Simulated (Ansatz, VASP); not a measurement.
# Two plane-wave programs on ZnO

```xyz
4
Lattice="3.1682 0.0000 0.0000 -1.5841 2.7437 0.0000 0.0000 0.0000 5.0737" Properties=species:S:1:pos:R:3 pbc="T T T"
Zn    0.0000    1.8291    0.0000
Zn    1.5841    0.9146    2.5369
O     0.0000    1.8291    1.9387
O     1.5841    0.9146    4.4755
```

Change from the starting cell: strain -0.025 along x and y, -0.025 along z, atoms carried along.

Alike in both runs: task single point; functional PBEsol; k mesh 9 × 9 × 6; occupations gaussian, width 0.05 eV; no spin polarisation.

|  | VASP | Ansatz |
| --- | --- | --- |
| version | VASP 6.6.1 | Ansatz 0.2.0 |
| potentials or method | VASP PAW PBE potentials, release 64 (Zn, O_h), cutoff 910 eV | scalar-relativistic, plane waves, PAW |
| valence electrons in the cell | 36 | 36 |

Ansatz gave:

| Property | Result |
| --- | --- |
| gap on the k mesh at the Fermi level (eV) | 0.80 |
| least direct gap on the mesh (eV) | 0.80 |
| rms of the force components (eV/Å) | 0.021 |

Task: Estimate VASP's values.

Result: gap on the k mesh at the Fermi level (eV): 0.79; least direct gap on the mesh (eV): 0.79; rms of the force components (eV/Å): 0.022.

VASP's potentials were made for PBE, not for PBEsol. Atom by atom the forces differ by 0.000 eV/Å (rms over components).

Noted on VASP's run: the cutoff is short for stress, so the pressure is rough.
